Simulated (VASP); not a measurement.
Input of a VASP 6.6.1 run:

The input INCAR:

```
SYSTEM = InSe
PREC = Accurate
ENCUT = 520
EDIFF = 1E-6
ISMEAR = 0
SIGMA = 0.05
LREAL = .FALSE.
LASPH = .TRUE.
NELM = 100
ALGO = Normal
ISIF = 2
LWAVE = .FALSE.
LCHARG = .TRUE.
LDIPOL = .TRUE.
IDIPOL = 3
DIPOL = 0.5 0.5 0.413
GGA = PE
IVDW = 12
LELF = .TRUE.
LVHAR = .TRUE.
LVACPOTAV = .TRUE.
NBANDS = 48
```

The input KPOINTS:

```
regular mesh
0
G
  9 9 1
  0 0 0
```

The input POSCAR:

```
InSe
1.0
    4.0266103653      0.0000000000      0.0000000000
   -2.0133051827      3.4871468675      0.0000000000
    0.0000000000      0.0000000000     28.2707107737
Se In
4 4
Direct
    0.0000000000      0.0000000000      0.1591753400
    0.0000000000      0.0000000000      0.3496677344
    0.3333333333      0.6666666667      0.4755931145
    0.3333333333      0.6666666667      0.6660855089
    0.6666666667      0.3333333333      0.2049979902
    0.6666666667      0.3333333333      0.3038451596
    1.0000000000      1.0000000000      0.5214157648
    1.0000000000      1.0000000000      0.6202629341
```

Potentials or basis: VASP PAW PBE potentials, release 64 (Se, In_d).

Launch:

```bash
$ cat potpaw_PBE.64/Se/POTCAR potpaw_PBE.64/In_d/POTCAR > POTCAR
$ mpirun -np 1 vasp_std > vasp.out
```

(1) What does it give for the band gap on the k mesh?

(2) Predict the largest force.

(3) What does it give for the dispersion energy per atom?

Results:

(1) 1.24 eV (least direct gap 1.28 eV).

(2) 0.081 eV/Å.

(3) -0.249 eV.

Caveat: spin-orbit coupling is left out, which moves the levels of the heavy elements.
